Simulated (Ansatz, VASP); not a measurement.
Ti5WC6 in VASP and in Ansatz

```
Ti W C
1.0
     3.06342    0.00000    0.00000
    -1.53171    2.65300    0.00000
     0.00000    0.00000   15.07209
Ti W C
5 1 6
Direct
  0.66667 0.33333 0.66866
  0.33333 0.66667 0.33134
  0.66667 0.33333 0.16525
  0.00000 0.00000 0.00000
  0.33333 0.66667 0.83475
  0.00000 0.00000 0.50000
  0.33333 0.66667 0.58371
  0.66667 0.33333 0.41630
  0.00000 0.00000 0.24993
  0.33333 0.66667 0.08330
  0.66667 0.33333 0.91670
  0.00000 0.00000 0.75007
```

Alike in both runs: functional PBE; k mesh 12 × 12 × 4; occupations gaussian, width 0.1 eV; no spin polarisation.

Ansatz relaxed the structure, and its values are those at the end. VASP's run is a single point on that final structure, the one shown.

|  | VASP | Ansatz |
| --- | --- | --- |
| version | VASP 6.6.1 | Ansatz 0.2.0 |
| potentials or method | VASP PAW PBE potentials, release 64 (Ti_sv, W_sv, C), cutoff 520 eV | scalar-relativistic, plane waves, PAW |
| valence electrons in the cell | 98 | 98 |

Ansatz gave:

* gap on the k mesh at the Fermi level (eV): none
* pressure (GPa): 0.0
* rms of the force components (eV/Å): 0.002

Q: Which values does VASP return?

A: gap on the k mesh at the Fermi level (eV): none; pressure (GPa): 0.4; rms of the force components (eV/Å): 0.005.

A gap of «none» marks a metal or a gap that the smearing closes. With one functional, cell and mesh, what is left measures potentials, basis and numerics.

Neither program's run includes spin-orbit coupling.
